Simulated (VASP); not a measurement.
# Mo (I4/mmm) in VASP: notebook, part 2 of 2

VASP 6.6.1. The steps go on from the part before.

## 3. Single point, PBE

The input, INCAR:

```
PREC = Accurate
ENCUT = 520
EDIFF = 1E-6
ISMEAR = 0
SIGMA = 0.15
LREAL = False
LASPH = True
NELM = 60
ALGO = Normal
ISIF = 2
LWAVE = False
LCHARG = False
GGA = PE
NBANDS = 13
```

The input, KPOINTS:

```
regular mesh
0
Gamma
  20 20 20
```

The input, POSCAR:

```
Mo
1.0
   -1.6671315038      1.6671315038      1.4063952971
    1.6671315038     -1.6671315038      1.4063952971
    1.6671315038      1.6671315038     -1.4063952971
Mo
1
Direct
    0.0000000000      0.0000000000      0.0000000000
```

Potentials or basis: VASP PAW PBE potentials, release 64 (Mo_sv).

On the command line:

```
> cat potpaw_PBE.64/Mo_sv/POTCAR > POTCAR
> mpirun -np 1 vasp_std > vasp.out
```

OUTCAR:

```text
PREC = Accurate
   ENCUT = 520
   EDIFF = 1E-6
   ISMEAR = 0
   LREAL = False
   LASPH = True
   NELM = 60
   ISIF = 2
   GGA = PE

 ion  position               nearest neighbor table
   1  0.000  0.000  0.000-

  LATTYP: Found a body centered tetragonal cell.
 ALAT       =     3.3342630076
 C/A-ratio  =     0.8436018958

  Lattice vectors:

 A1 = (  -1.6671315038,   1.6671315038,   1.4063952971)
 A2 = (   1.6671315038,  -1.6671315038,   1.4063952971)
 A3 = (   1.6671315038,   1.6671315038,  -1.4063952971)
[... 562 lines left out ...]
     13      31.7858      0.00000

 [... further k-points ...]

------------------------ aborting loop because EDIFF is reached ----------------------------------------

  FORCE on cell =-STRESS in cart. coord.  units (eV):
  Direction    XX          YY          ZZ          XY          YZ          ZX
  --------------------------------------------------------------------------------------
  -------------------------------------------------------------------------------------
  Total       -0.5095175     -0.5095175      2.9026340      0.0000000      0.0000000      0.0000000
  in kB      -52.2110689    -52.2110689    297.4375219      0.0000000      0.0000000      0.0000000
  external PRESSURE =      64.3384614 kB  Pullay stress =       0.0000000 kB

 VOLUME and BASIS-vectors are now :
 -----------------------------------------------------------------------------
  energy-cutoff  :      520.00
  volume of cell :       15.64
      direct lattice vectors                 reciprocal lattice vectors
    -1.667131504  1.667131504  1.406395297     0.000000000  0.299916353  0.355518823
     1.667131504 -1.667131504  1.406395297     0.299916353  0.000000000  0.355518823
     1.667131504  1.667131504 -1.406395297     0.299916353  0.299916353  0.000000000

 POSITION                                       TOTAL-FORCE (eV/Angst)
 -----------------------------------------------------------------------------------
      0.00000      0.00000      0.00000         0.000000      0.000000     -0.000000
 -----------------------------------------------------------------------------------
    total drift:                                0.000000     -0.000000     -0.000000

  FREE ENERGIE OF THE ION-ELECTRON SYSTEM (eV)
  ---------------------------------------------------
  free  energy   TOTEN  =       -10.6834766160 eV

  energy  without entropy=      -10.6733307970  energy(sigma->0) =      -10.67840371
```

Run time: 67 s. Hardware: 1 thread of Intel Xeon 8259CL, shared host; peak memory 0.23 GiB.

Results:

```yaml
Free_energy: -10.6835 eV
Pressure: 6.4 GPa
Band_gap_on_the_k_mesh: zero (bands 7 and 8 overlap by 5.40 eV)
```

Levels at points of the mesh, in eV from the Fermi level:
```tsv
k point	band 3	band 4	band 5	band 6	band 7	band 8	band 9	band 10	band 11	band 12
(0.00, 0.00, 0.00)	-34.44	-34.25	-7.10	-2.42	-0.23	-0.23	0.18	2.82	14.14	14.14
(0.50, 0.00, 0.00)	-34.89	-34.53	-5.25	-3.83	1.56	2.38	3.99	4.67	12.03	12.46
(0.50, 0.50, 0.00)	-34.55	-34.36	-5.03	-1.59	0.05	0.88	1.66	4.66	10.76	12.82
(0.50, 0.50, 0.50)	-35.50	-34.89	-5.50	-5.08	4.05	4.05	4.53	7.74	7.74	12.38
```

Caveat: the cell differs from its parent crystal (strain +e along x and -e along y +0.0000, strain +e along z and -e/2 along x and y -0.1100); the stress differs along the axes, from -5 to 30 GPa.

## 4. Single point, PBE

The input, INCAR:

```
SYSTEM = Mo
PREC     = Accurate       ! precision mode
ENCUT    = 520            ! plane-wave cutoff, eV
EDIFF    = 1E-6           ! SCF threshold, eV
ISMEAR   = 0              ! smearing method
SIGMA    = 0.15           ! smearing width, eV
LREAL    = .False.        ! projectors in reciprocal space
LASPH    = .True.         ! aspherical terms in the spheres
NELM     = 60             ! most SCF steps
ALGO     = Normal         ! electronic algorithm
ISIF     = 2              ! what is computed and relaxed
LWAVE    = .False.        ! write WAVECAR
LCHARG   = .False.        ! write CHGCAR
GGA      = PE             ! functional
NBANDS   = 13             ! bands
```

The input, KPOINTS:

```
regular mesh
0
Gamma
  20 20 20
  0 0 0
```

The input, POSCAR:

```
Mo
1.0
   -1.6381344772      1.6381344772      1.4643893503
    1.6381344772     -1.6381344772      1.4643893503
    1.6381344772      1.6381344772     -1.4643893503
Mo
1
Direct
    0.0000000000      0.0000000000      0.0000000000
```

On the command line:

```
> cat potpaw_PBE.64/Mo_sv/POTCAR > POTCAR
> mpirun -np 1 vasp_std > vasp.out
```

It took 71 s on 1 thread of Intel Xeon 8259CL, shared host; peak memory 0.23 GiB.

It converged, with:

- Free energy: -10.8151 eV
- Pressure: 3.3 GPa
- Band gap on the k mesh: zero (bands 7 and 8 overlap by 5.03 eV)

Stress tensor (GPa, compression positive):
```
-7.06  0.00  0.00
 0.00 -7.06  0.00
 0.00  0.00 24.00
```

Levels at points of the mesh, in eV from the Fermi level:
```tsv
k point	band 3	band 4	band 5	band 6	band 7	band 8	band 9	band 10	band 11	band 12
(0.00, 0.00, 0.00)	-34.54	-34.45	-7.18	-2.12	-0.74	-0.74	0.69	2.42	14.26	14.26
(0.50, 0.00, 0.00)	-34.99	-34.59	-5.30	-3.73	1.60	2.01	3.28	4.68	11.90	12.01
(0.50, 0.50, 0.00)	-34.80	-34.48	-5.15	-2.31	0.57	1.06	1.82	4.57	10.91	12.40
(0.50, 0.50, 0.50)	-35.56	-35.19	-5.49	-5.22	3.90	3.90	4.26	8.09	8.09	11.10
```

Caveat: the cell differs from its parent crystal (strain +e along x and -e along y +0.0000, strain +e along z and -e/2 along x and y -0.0733); the stress differs along the axes, from -7 to 24 GPa.

## 5. Single point, PBE

The input, INCAR:

```
  PREC = Accurate
  ENCUT = 520
  EDIFF = 1E-6
  ISMEAR = 0
  SIGMA = 0.15
  LREAL = False
  LASPH = True
  NELM = 100
  ALGO = Normal
  ISIF = 2
  LWAVE = False
  LCHARG = False
  GGA = PE
  NBANDS = 13
```

The input, KPOINTS:

```
regular mesh
0
Gamma
  20 20 20
```

The input, POSCAR:

```
Mo
1.0
   -1.5223043926      1.5223043926      1.6960495195
    1.5223043926     -1.5223043926      1.6960495195
    1.5223043926      1.5223043926     -1.6960495195
Mo
1
Direct
    0.0000000000      0.0000000000      0.0000000000
```

Potentials or basis: VASP PAW PBE potentials, release 64 (Mo_sv).

On the command line:

```
> cat potpaw_PBE.64/Mo_sv/POTCAR > POTCAR
> mpirun -np 1 vasp_std > vasp.out
```

OUTCAR:

```text
PREC = Accurate
   ENCUT = 520
   EDIFF = 1E-6
   ISMEAR = 0
   LREAL = False
   LASPH = True
   NELM = 100
   ISIF = 2
   GGA = PE

 ion  position               nearest neighbor table
   1  0.000  0.000  0.000-

  LATTYP: Found a body centered tetragonal cell.
 ALAT       =     3.0446087852
 C/A-ratio  =     1.1141329735

  Lattice vectors:

 A1 = (  -1.5223043926,   1.5223043926,   1.6960495195)
 A2 = (   1.5223043926,  -1.5223043926,   1.6960495195)
 A3 = (   1.5223043926,   1.5223043926,  -1.6960495195)

Analysis of symmetry for initial positions (statically):
=====================================================================
 Subroutine PRICEL returns:
 Original cell was already a primitive cell.

 Routine SETGRP: Setting up the symmetry group for a
 body centered tetragonal supercell.

 Subroutine GETGRP returns: Found 16 space group operations
 (whereof 16 operations were pure point group operations)
 out of a pool of 16 trial point group operations.

The static configuration has the point symmetry D_4h.

Analysis of symmetry for dynamics (positions and initial velocities):
=====================================================================
[... 169 lines left out ...]
      5       5.2870      2.00000
      6      10.8907      2.00000
      7      10.8907      2.00000
      8      12.0143      1.99999
      9      13.3115      0.00000
     10      14.7321      0.00000
     11      26.1687      0.00000
     12      28.1273      0.00000
     13      28.1273      0.00000
[... 354 lines left out ...]
  band No.  band energies     occupation
      1     -48.5697      2.00000
      2     -23.0728      2.00000
      3     -22.3211      2.00000
      4     -22.0657      2.00000
      5       7.5702      2.00000
      6      10.0423      2.00000
      7      11.4191      2.00000
      8      13.1795      0.00000
      9      14.7623      0.00000
     10      15.1021      0.00000
     11      25.7309      0.00000
     12      26.9739      0.00000
     13      33.6180      0.00000

 [... further k-points ...]

------------------------ aborting loop because EDIFF is reached ----------------------------------------

  FORCE on cell =-STRESS in cart. coord.  units (eV):
  Direction    XX          YY          ZZ          XY          YZ          ZX
  --------------------------------------------------------------------------------------
  -------------------------------------------------------------------------------------
  Total        1.1851094      1.1851094     -1.5071486      0.0000000     -0.0000000     -0.0000000
  in kB      120.7723432    120.7723432   -153.5907728      0.0000000     -0.0000000     -0.0000000
  external PRESSURE =      29.3179712 kB  Pullay stress =       0.0000000 kB

 VOLUME and BASIS-vectors are now :
 -----------------------------------------------------------------------------
  energy-cutoff  :      520.00
  volume of cell :       15.72
      direct lattice vectors                 reciprocal lattice vectors
    -1.522304393  1.522304393  1.696049520     0.000000000  0.328449423  0.294802713
     1.522304393 -1.522304393  1.696049520     0.328449423  0.000000000  0.294802713
     1.522304393  1.522304393 -1.696049520     0.328449423  0.328449423  0.000000000

 POSITION                                       TOTAL-FORCE (eV/Angst)
 -----------------------------------------------------------------------------------
      0.00000      0.00000      0.00000        -0.000000     -0.000000      0.000000
 -----------------------------------------------------------------------------------
    total drift:                                0.000000     -0.000000      0.000000

  FREE ENERGIE OF THE ION-ELECTRON SYSTEM (eV)
  ---------------------------------------------------
  free  energy   TOTEN  =       -10.8334748427 eV

  energy  without entropy=      -10.8251908155  energy(sigma->0) =      -10.82933283
```

Run time: 68 s. Hardware: 1 thread of Intel Xeon 8259CL, shared host; peak memory 0.23 GiB.

What came out:

- Free energy: -10.8335 eV
- Pressure: 2.9 GPa
- Band gap on the k mesh: zero (bands 7 and 8 overlap by 4.74 eV)

Stress tensor (GPa, compression positive):
```
 12.08   0.00   0.00
  0.00  12.08   0.00
  0.00   0.00 -15.36
```

Caveat: the cell differs from its parent crystal (strain +e along x and -e along y +0.0000, strain +e along z and -e/2 along x and y +0.0733); the stress differs along the axes, from -15 to 12 GPa.

## 6. Summary

```csv
cell,gap on the mesh (eV),pressure (GPa)
"a = 2.745 Å, angles 114.1, 114.1, 100.6°, 1 atom",none,5.6
"a = 2.745 Å, angles 105.2, 105.2, 118.4°, 1 atom",none,6.4
"a = 2.741 Å, angles 106.6, 106.6, 115.4°, 1 atom",none,3.3
"a = 2.741 Å, angles 112.5, 112.5, 103.5°, 1 atom",none,2.9
```

Alike in all rows: task single point; level PBE; potentials or basis VASP PAW PBE potentials, release 64 (Mo_sv); no spin polarisation; k mesh 20 × 20 × 20; cutoff (eV) 520; smearing gaussian 0.15 eV.

Caveats: the stress differs along the axes, from -16 to 16 GPa (at least some runs); the stress differs along the axes, from -5 to 30 GPa (at least some runs); the stress differs along the axes, from -7 to 24 GPa (at least some runs); the stress differs along the axes, from -15 to 12 GPa (at least some runs).

Total energies depend on the potentials used, so only differences within one code and one set of settings carry meaning.
